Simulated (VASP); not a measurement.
Set up this calculation in VASP 6.6.1, as the native input.

- Task: single point
- Functional: PBE
- Potentials or basis: VASP PAW PBE potentials, release 64 (Ag, Cl)
- Cutoff: 520 eV
- k mesh: 10 × 10 × 4
- Occupations: gaussian, width 0.05 eV
- Spin: no spin polarisation
- Dipole correction: no
- Further INCAR settings: ALGO = Normal; EDIFF = 1e-07; NBANDS = 46

The structure of AgCl lies in POSCAR:

```
AgCl
1.0
   -3.7861669437      0.0000000000      0.0000000000
    0.0000000000      0.0000000000      3.8937085080
    0.0000000000     11.6224404486      0.0000000000
Ag Cl
4 4
Direct
    1.0037492516      0.7500000000      0.6060479495
    0.5037492516      0.7500000000      0.1060479495
    0.9962507484      0.2500000000      0.3939520505
    0.4962507484      0.2500000000      0.8939520505
   -0.0132059681      0.2500000000      0.1335211316
    0.4867940319      0.2500000000      0.6335211316
    0.0132059681      0.7500000000      0.8664788684
    0.5132059681      0.7500000000      0.3664788684
```

This cell differs from its parent crystal: mode 18 (127.2 1/cm) frozen in, largest displacement +0.050 Å.

One way to write it, as run:

INCAR

```
PREC = Accurate
ENCUT = 520
EDIFF = 1E-7
ISMEAR = 0
SIGMA = 0.05
LREAL = False
LASPH = True
NELM = 100
ALGO = Normal
ISIF = 2
LWAVE = False
LCHARG = True
GGA = PE
LELF = True
LVHAR = True
NBANDS = 46
```

KPOINTS

```
Automatic mesh
0
Gamma
  10 10 4
```

Potentials or basis: VASP PAW PBE potentials, release 64 (Ag, Cl).

The run is started by

```console
$ cat potpaw_PBE.64/Ag/POTCAR potpaw_PBE.64/Cl/POTCAR > POTCAR
$ mpirun -np 1 vasp_std > vasp.out
```

It gave:

```
Pressure               : 0.0 GPa
Largest force          : 0.104 eV/Å
Band gap on the k mesh : 0.41 eV
```

Caveat: the cell differs from its parent crystal (mode 18 (127.2 1/cm) frozen in, largest displacement +0.050 Å).

Run time: 11 min on 1 thread of Intel(R) Xeon(R) Platinum 8375C CPU @ 2.90GHz (Ice Lake), with other jobs on the host, peak memory 0.79 GiB.
